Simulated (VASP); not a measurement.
Write the native input for VASP 6.6.1 that does the following.

| Item | Value |
| --- | --- |
| Task | electric field gradients |
| Functional | PBE |
| Potentials or basis | VASP PAW PBE potentials, release 64 (Co, O) |
| Cutoff | 520 eV |
| k mesh | 16 × 16 × 16 |
| Occupations | fermi-dirac, width 0.05 eV |
| Spin | collinear spin, ferromagnetic start |
| Starting moments | [2.0, 0.0] μB |
| Dipole correction | no |
| Further INCAR settings | ALGO = Normal; EDIFF = 1e-08; NBANDS = 18 |

The structure of CoO lies in POSCAR:

```
CoO
1.0
    0.0000000000      2.1315000000      2.0888700000
    2.1315000000      0.0000000000      2.0888700000
    2.1315000000      2.1315000000      0.0000000000
Co O
1 1
Direct
    0.0000000000      0.0000000000      0.0000000000
    0.5000000000      0.5000000000      0.5000000000
```

This cell differs from its parent crystal: zz strain of -2 %.

These files were run (other wordings do the same):

INCAR

```
  PREC = Accurate
  ENCUT = 520
  EDIFF = 1E-8
  ISMEAR = -1
  SIGMA = 0.05
  LREAL = False
  LASPH = True
  NELM = 150
  ALGO = Normal
  ISIF = 2
  LWAVE = False
  LCHARG = False
  ISPIN = 2
  MAGMOM = 2 0
  LORBIT = 11
  LMAXMIX = 4
  GGA = PE
  LEFG = True
  NBANDS = 18
```

KPOINTS

```
Automatic mesh
0
Gamma
  16 16 16
```

Potentials or basis: VASP PAW PBE potentials, release 64 (Co, O).

Launch:

```bash
$ cat potpaw_PBE.64/Co/POTCAR potpaw_PBE.64/O/POTCAR > POTCAR
$ mpirun -np 1 vasp_std > vasp.out
```

Results of the run:

| Quantity | Value |
| --- | --- |
| Pressure | 1.0 GPa |
| Net moment | 2.84 μB per cell |
| Site moments | Co +2.51; O +0.28 μB |
| Largest electric field gradient by atom | Co +12.7; O +3.5 V/Å² |
| Valence electrons inside the program's atomic spheres | Co 7.83; O 4.99 |

Caveat: the cell differs from its parent crystal (zz strain of -2 %); without QUAD_EFG the Cq values of the log hold for a quadrupole moment of 1 mb, not for the nuclei; a cell with one magnetic atom can't hold antiferromagnetic order, which such compounds often take.

Wall time 2.7 min on 1 thread of Intel(R) Xeon(R) Platinum 8488C (Sapphire Rapids), on a shared host, peak memory 0.3 GiB.
